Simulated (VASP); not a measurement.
Crystal: LiH.

```
Li H
1.0
     3.25320    0.00000    0.00000
    -1.62660    2.81735    0.00000
     0.00000    0.00000    4.07242
Li H
2 2
Cartesian
  0.0000 1.8782 1.0181
  1.6266 0.9391 3.0543
  1.6266 0.9391 1.0181
  0.0000 1.8782 3.0543
```

| Quantity | Value |
| --- | --- |
| Program | VASP 6.6.1 |
| Task | relaxation of cell and atoms |
| Functional | LDA |
| Potentials or basis | VASP PAW LDA potentials, release 64 (Li_sv, H) |
| Cutoff | 600 eV |
| k mesh | 12 × 12 × 6 |
| Occupations | fermi-dirac, width 0.02 eV |
| Spin | no spin polarisation |

At the start: pressure -2.3 GPa; volume 9.33 Å³/atom.

Task: How do energy, volume and symmetry change on relaxing?

Result: Over 4 steps the energy falls by 5.5 meV/atom and the volume is 8.61 Å³/atom (-7.7 %); space group P6_3/mmc (No. 194, to 0.1 Å) before and after.

Step by step:
| step | energy change (eV) | largest force (eV/Å) | pressure (GPa) | volume (Å³) |
| --- | --- | --- | --- | --- |
| 1 | 0.0000 | 0.0000 | -2.31 | 37.33 |
| 2 | -0.0093 | 0.0000 | -1.80 | 36.60 |
| 3 | -0.0216 | 0.0000 | -0.27 | 34.76 |
| 4 | -0.0218 | 0.0000 | 0.02 | 34.46 |

Final structure:
```yaml
crystal:
  lattice:
    - [3.17063, 0.00000, 0.00000]
    - [-1.58531, 2.74585, 0.00000]
    - [0.00000, 0.00000, 3.95788]
  atoms:
    - { symbol: Li, position: [0.33333, 0.66667, 0.25000] }
    - { symbol: Li, position: [0.66667, 0.33333, 0.75000] }
    - { symbol: H, position: [0.66667, 0.33333, 0.25000] }
    - { symbol: H, position: [0.33333, 0.66667, 0.75000] }
```

Caveat: the cutoff is under 1.25 times the usual one of these potentials, so pressure, stress and relaxed cells hold a basis-set (Pulay) error.
